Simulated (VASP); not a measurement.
A run of VASP 6.6.1:

File INCAR:

```
SYSTEM = Sn
  ALGO = Normal
  EDIFF = 1E-8
  ENCUT = 500
  GGA = PS
  GGA_COMPAT = .False.
  IBRION = 8
  ISIF = 2
  ISMEAR = -1
  LASPH = .True.
  LCHARG = .False.
  LREAL = .False.
  LWAVE = .False.
  NBANDS = 21
  NELM = 120
  NSW = 1
  PREC = Accurate
  SIGMA = 0.05
```

Contents of KPOINTS:

```
k-points
0
Gamma
  5 5 5
  0 0 0
```

POSCAR

```
Sn
1.0
    0.0000000000      3.2333428000      3.2333428000
    3.2333428000      0.0000000000      3.2333428000
    3.2333428000      3.2333428000      0.0000000000
Sn
2
Direct
    0.7500000000      0.7500000000      0.7500000000
    0.5000000000      0.5000000000      0.5000000000
```

Potentials or basis: VASP PAW PBE potentials, release 64 (Sn_d).

Launch:

```bash
$ cat potpaw_PBE.64/Sn_d/POTCAR > POTCAR
$ mpirun -np 1 vasp_std > vasp.out
```

Hardware: 1 thread of Intel Xeon 8259CL (shared host).

Q: How long does it take, and how much memory?

A: It took 2.1 min on 1 thread of Intel Xeon 8259CL (shared host), peak memory 0.27 GiB. Counts: scf iterations 28, k points 10.
